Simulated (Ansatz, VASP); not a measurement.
**One calculation of Sn, two programs**

```xyz
1
Lattice="-1.8222 1.7305 1.9272 1.8222 -1.7305 1.9272 1.8222 1.7305 -1.9272" Properties=species:S:1:pos:R:3 pbc="T T T"
Sn    0.0000    0.0000    0.0000
```

Change from the starting cell: strain -0.0300 x Voigt [0, 0, 1, 0, 0, 0], atoms carried along.

Alike in both runs: task single point; functional PBEsol; dispersion D3(BJ); k mesh 24 × 24 × 24; occupations gaussian, width 0.15 eV; no spin polarisation.

|  | VASP | Ansatz |
| --- | --- | --- |
| version | VASP 6.6.1 | Ansatz 0.2.0 |
| potentials or method | VASP PAW PBE potentials, release 64 (Sn_d), cutoff 520 eV | scalar-relativistic, plane waves, PAW |
| valence electrons in the cell | 14 | 14 |

```csv
,VASP,Ansatz,Ansatz less VASP
gap on the k mesh at the Fermi level (eV),none,none,-
pressure (GPa),1.9,2.0,+0.02
"traceless stress, the component that is largest in VASP (GPa)",0.37,0.36,-0.003
```

VASP's potentials were made for PBE, not for PBEsol. A gap of «none» marks a metal or a gap that the smearing closes.
